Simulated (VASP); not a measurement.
Set up this calculation in VASP 6.6.1, as the native input.

| Property | Result |
| --- | --- |
| Task | single point |
| Functional | PBE |
| Potentials or basis | VASP PAW PBE potentials, release 64 (Co) |
| Cutoff | 520 eV |
| k mesh | 13 × 13 × 1 |
| Occupations | fermi-dirac, width 0.05 eV |
| Spin | collinear spin, ferromagnetic start |
| Starting moments | [2.0] μB |
| Dipole correction | no |
| Further INCAR settings | ALGO = Normal; EDIFF = 1e-06; NBANDS = 14 |

The structure of Co lies in POSCAR:

```
Co
1.0
    2.3471500000      0.0000000000      0.0000000000
   -1.1735800000      2.0326900000      0.0000000000
    0.0000000000      0.0000000000     23.8000000000
Co
1
Direct
    0.0000000000      0.0000000000      0.2941200000
```

The input as run:

INCAR

```
SYSTEM = Co
PREC = Accurate
ENCUT = 520
EDIFF = 1E-6
ISMEAR = -1
SIGMA = 0.05
LREAL = .False.
LASPH = .True.
NELM = 150
ALGO = Normal
ISIF = 2
LWAVE = .False.
LCHARG = .False.
ISPIN = 2
MAGMOM = 2
LORBIT = 11
LMAXMIX = 4
GGA = PE
NBANDS = 14
```

KPOINTS

```
Automatic mesh
0
Gamma
  13 13 1
  0 0 0
```

Potentials or basis: VASP PAW PBE potentials, release 64 (Co).

Command:

```console
$ cat potpaw_PBE.64/Co/POTCAR > POTCAR
$ mpirun -np 1 vasp_std > vasp.out
```

It gave:

```json
{
  "Net moment": "1.72 μB per cell",
  "Site moments": "Co +1.77 μB",
  "Valence electrons inside the program's atomic spheres": "Co 8.14"
}
```

Run time: 110 s on 1 thread of Intel(R) Xeon(R) Platinum 8375C CPU @ 2.90GHz (Ice Lake), on a shared host, peak memory 0.29 GiB.
